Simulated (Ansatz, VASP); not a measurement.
Two plane-wave programs on TaAs

Contents of INCAR:

```
PREC = Accurate ; ENCUT = 520
EDIFF = 1E-6 ; ISMEAR = 0
SIGMA = 0.05 ; LREAL = F
LASPH = T ; NELM = 100
ALGO = Normal ; ISIF = 2
LWAVE = F ; LCHARG = F
GGA = PS ; NBANDS = 15
```

Contents of KPOINTS:

```
regular mesh
0
Gamma
  10 10 10
```

Contents of POSCAR:

```
TaAs
1.0
    0.0000000000      2.5664753427      2.5664753427
    2.5664753427      0.0000000000      2.5664753427
    2.5664753427      2.5664753427      0.0000000000
Ta As
1 1
Direct
    0.5000000000      0.5000000000      0.5000000000
    0.0000000000      0.0000000000      0.0000000000
```

Input for Ansatz:

```yaml
crystal:
  lattice:
    - [0.0, 2.5664753427, 2.5664753427]
    - [2.5664753427, 0.0, 2.5664753427]
    - [2.5664753427, 2.5664753427, 0.0]
  atoms:
    - { symbol: Ta, position: [0.5, 0.5, 0.5] }
    - { symbol: As, position: [0.0, 0.0, 0.0] }
basis:
  ecutwfc: 420
  ecutrho_ratio: 4
kpoints:
  mp_grid: { grid: [10, 10, 10] }
hamiltonian:
  xc: pbesol
scf:
  occupations: { method: gaussian, width: 0.05 }
output:
  forces: true
  stress: true
  eigenvalues: true
```

Alike in both runs: task single point; functional PBEsol; k mesh 10 × 10 × 10; occupations gaussian, width 0.05 eV; no spin polarisation.

|  | VASP | Ansatz |
| --- | --- | --- |
| version | VASP 6.6.1 | Ansatz 0.2.0 |
| potentials or method | VASP PAW PBE potentials, release 64 (Ta_pv, As), cutoff 520 eV | scalar-relativistic, plane waves, PAW |
| valence electrons in the cell | 16 | 28 |

Ansatz gave:

| Item | Value |
| --- | --- |
| gap on the k mesh at the Fermi level (eV) | none |
| pressure (GPa) | 7.6 |

Problem. What did VASP give for the same quantities?

Solution. gap on the k mesh at the Fermi level (eV): none; pressure (GPa): 8.4.

VASP's potentials were made for PBE, not for PBEsol. A gap of «none» marks a metal or a gap that the smearing closes. With one functional, cell and mesh, what is left measures potentials, basis and numerics. VASP's potentials hold 16 valence electrons a cell and Ansatz's 28, so a difference there can come from the potentials and not from the codes.

Spin-orbit coupling is off throughout.
